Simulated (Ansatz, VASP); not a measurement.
## Cd3S2 in VASP and in Ansatz

```
Cd S
1.0
     3.86186    2.22965    3.07665
    -3.86186    2.22965    3.07665
     0.00000   -4.45929    3.07665
Cd S
3 2
Cartesian
  -1.9309 1.1148 1.5383
  0.0000 -2.2296 1.5383
  1.9309 1.1148 1.5383
  0.0000 0.0000 7.5571
  0.0000 0.0000 1.6729
```

Change from the starting cell: species swapped into the Br2Cl3 type (R-3m, No. 166).

Alike in both runs: task single point; functional PBE; k mesh 3 × 3 × 3; occupations gaussian, width 0.1 eV; no spin polarisation.

|  | VASP | Ansatz |
| --- | --- | --- |
| version | VASP 6.6.1 | Ansatz 0.2.0 |
| potentials or method | VASP PAW PBE potentials, release 64 (Cd, S), cutoff 500 eV | scalar-relativistic, plane waves, PAW |
| valence electrons in the cell | 48 | 72 |

VASP gave:

- gap on the k mesh at the Fermi level (eV): 0.08
- least direct gap on the mesh (eV): 0.57
- pressure (GPa): 13.7
- traceless stress, the component that is largest in VASP (GPa): -12.38
- rms of the force components (eV/Å): 0.374

Task: Estimate Ansatz's values.

Result: gap on the k mesh at the Fermi level (eV): 0.07; least direct gap on the mesh (eV): 0.56; pressure (GPa): 13.1; traceless stress, the component that is largest in VASP (GPa): -11.79; rms of the force components (eV/Å): 0.365.

Atom by atom the forces differ by 0.009 eV/Å (rms over components). VASP's potentials hold 48 valence electrons a cell and Ansatz's 72, so a difference there can come from the potentials and not from the codes.
